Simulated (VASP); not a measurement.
Write the native input for VASP 6.6.1 that does the following.

```
Task                   : single point
Functional             : PBE
Potentials or basis    : VASP PAW PBE potentials, release 64 (Rb_sv)
Cutoff                 : 520 eV
k mesh                 : 10 × 10 × 10
Occupations            : gaussian, width 0.1 eV
Spin                   : no spin polarisation
Dipole correction      : no
Further INCAR settings : ALGO = Normal; EDIFF = 1e-07; NBANDS = 10
```

The structure of Rb lies in POSCAR:

```
Rb
1.0
   -2.8145614570      2.8145614570      2.6140924061
    2.8145614570     -2.8145614570      2.6140924061
    2.8145614570      2.8145614570     -2.6140924061
Rb
1
Direct
    0.0000000000      0.0000000000      0.0000000000
```

This cell differs from its parent crystal: volume scaled by 0.91, then relaxed in part.

These files were run (other wordings do the same):

INCAR

```
  ALGO = Normal
  EDIFF = 1E-7
  ENCUT = 520
  GGA = PE
  ISIF = 2
  ISMEAR = 0
  LASPH = T
  LCHARG = F
  LREAL = F
  LWAVE = F
  NBANDS = 10
  NELM = 100
  PREC = Accurate
  SIGMA = 0.1
```

KPOINTS

```
k-points
0
Gamma
  10 10 10
```

Potentials or basis: VASP PAW PBE potentials, release 64 (Rb_sv).

Run with:

```sh
$ cat potpaw_PBE.64/Rb_sv/POTCAR > POTCAR
$ mpirun -np 1 vasp_std > vasp.out
```

It gave:

```yaml
Pressure: 0.3 GPa
```

Wall time 50 s on 1 thread of Intel Xeon 6975P-C (shared host), peak memory 0.24 GiB.
